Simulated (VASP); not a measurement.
Input of a VASP 6.6.1 run:

INCAR

```
SYSTEM = Sn
PREC = Accurate
ENCUT = 500
EDIFF = 1E-6
ISMEAR = -1
SIGMA = 0.05
LREAL = .False.
LASPH = .True.
NELM = 120
ALGO = Normal
ISIF = 2
LWAVE = .False.
LCHARG = .True.
GGA = B5
ALDAX = 1.0
AGGAX = 1.0
AGGAC = 1.0
ALDAC = 0.0
LELF = .True.
LVHAR = .True.
NBANDS = 13
GGA_COMPAT = .False.
```

The input KPOINTS:

```
regular mesh
0
Gamma
  10 10 10
  0 0 0
```

The input POSCAR:

```
Sn
1.0
   -1.8946518192      1.8946518192      1.8946518192
    1.8946518192     -1.8946518192      1.8946518192
    1.8946518192      1.8946518192     -1.8946518192
Sn
1
Direct
    0.0000000000      0.0000000000      0.0000000000
```

Potentials or basis: VASP PAW PBE potentials, release 64 (Sn_d).

Run with:

```sh
$ cat potpaw_PBE.64/Sn_d/POTCAR > POTCAR
$ mpirun -np 1 vasp_std > vasp.out
```

Task: Estimate the pressure.

Result: 5.4 GPa.

Task: What does it give for the band gap on the k mesh?

Result: Zero (band 7 reaches 16.25 eV, above the bottom of band 8 at 6.38 eV).

Caveat: the PAW data sets were made with another functional, which shifts forces and pressure a little; spin-orbit coupling is left out, which moves the levels of the heavy elements.
